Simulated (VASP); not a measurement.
A run of VASP 6.6.1 is set up as follows.

INCAR

```
PREC = Accurate
ENCUT = 750
EDIFF = 1E-6
ISMEAR = 0
SIGMA = 0.05
LREAL = F
LASPH = T
NELM = 120
ALGO = Normal
ISIF = 2
LWAVE = F
LCHARG = F
GGA = PE
NBANDS = 13
GGA_COMPAT = F
```

KPOINTS

```
regular mesh
0
Gamma
  10 10 10
```

POSCAR

```
Li2S
1.0
    0.0000000000      2.8528728683      2.8528728683
    2.8528728683      0.0000000000      2.8528728683
    2.8528728683      2.8528728683      0.0000000000
Li S
2 1
Direct
    0.2500000000      0.2500000000      0.2500000000
    0.7500000000      0.7500000000      0.7500000000
    0.0000000000      0.0000000000      0.0000000000
```

Potentials or basis: VASP PAW PBE potentials, release 64 (Li_sv, S).

The run is started by

```bash
$ cat potpaw_PBE.64/Li_sv/POTCAR potpaw_PBE.64/S/POTCAR > POTCAR
$ mpirun -np 1 vasp_std > vasp.out
```

Problem. Estimate the pressure.

Solution. -0.1 GPa.

Problem. Estimate the band gap on the k mesh.

Solution. 3.39 eV, indirect (least direct gap 4.25 eV).

A k mesh can miss the band edges. Expect the measured gap to be larger: semilocal functionals such as PBE lack the derivative discontinuity.
